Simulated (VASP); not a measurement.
Wanted: the native input for a VASP 6.6.1 run.

* Task: single point
* Functional: PBE
* Potentials or basis: VASP PAW PBE potentials, release 64 (Br)
* Cutoff: 520 eV
* k mesh: 16 × 16 × 16
* Occupations: fermi-dirac, width 0.08 eV
* Spin: no spin polarisation
* Dipole correction: no
* Further INCAR settings: ALGO = Normal; EDIFF = 1e-06; NBANDS = 10

The structure of Br lies in POSCAR:

```
Br
1.0
   -1.8208990484      1.8208990484      1.8208990484
    1.8208990484     -1.8208990484      1.8208990484
    1.8208990484      1.8208990484     -1.8208990484
Br
1
Direct
    0.0000000000      0.0000000000      0.0000000000
```

This cell differs from its parent crystal: volume scaled by 0.9.

These files were run (other wordings do the same):

INCAR

```
SYSTEM = Br
  PREC = Accurate
  ENCUT = 520
  EDIFF = 1E-6
  ISMEAR = -1
  SIGMA = 0.08
  LREAL = .FALSE.
  LASPH = .TRUE.
  NELM = 80
  ALGO = Normal
  ISIF = 2
  LWAVE = .FALSE.
  LCHARG = .FALSE.
  GGA = PE
  NBANDS = 10
```

KPOINTS

```
regular mesh
0
G
  16 16 16
  0 0 0
```

Potentials or basis: VASP PAW PBE potentials, release 64 (Br).

Command:

```bash
$ cat potpaw_PBE.64/Br/POTCAR > POTCAR
$ mpirun -np 1 vasp_std > vasp.out
```

Results of the run:

The pressure is 3.9 GPa.

Caveat: an odd number of electrons without spin polarisation forces a metal; a magnetic or distorted state may lie lower.

Run time: 18 s on 1 thread of AMD EPYC 7R43 64-Core Processor (Zen 3) (shared host), peak memory 0.13 GiB.
